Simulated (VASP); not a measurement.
Input of a VASP 6.6.1 run:

INCAR

```
SYSTEM = Si2W
ALGO = Normal
EDIFF = 1E-6
ENCUT = 520
GGA = PE
ISIF = 2
ISMEAR = 0
LASPH = .True.
LCHARG = .False.
LREAL = .False.
LWAVE = .False.
NBANDS = 18
NELM = 80
PREC = Accurate
SIGMA = 0.15
```

Contents of KPOINTS:

```
k-points
0
Gamma
  18 18 18
  0 0 0
```

POSCAR

```
Si2W
1.0
   -1.7249792583      1.7249792583      3.7223327415
    1.7249792583     -1.7249792583      3.7223327415
    1.7249792583      1.7249792583     -3.7223327415
Si W
2 1
Direct
    0.3345726944      0.3345726944      0.0000000000
    0.6654273056      0.6654273056      0.0000000000
    0.0000000000      0.0000000000      0.0000000000
```

Potentials or basis: VASP PAW PBE potentials, release 64 (Si, W_sv).

The run is started by

```console
$ cat potpaw_PBE.64/Si/POTCAR potpaw_PBE.64/W_sv/POTCAR > POTCAR
$ mpirun -np 1 vasp_std > vasp.out
```

(1) Predict the pressure.

(2) Predict the band gap on the k mesh.

Answers

(1) -8.9 GPa.

(2) zero (bands 11 and 12 overlap by 0.47 eV).

Caveat: the stress differs along the axes, from -24 to 21 GPa; spin-orbit coupling is left out, which moves the levels of the heavy elements.
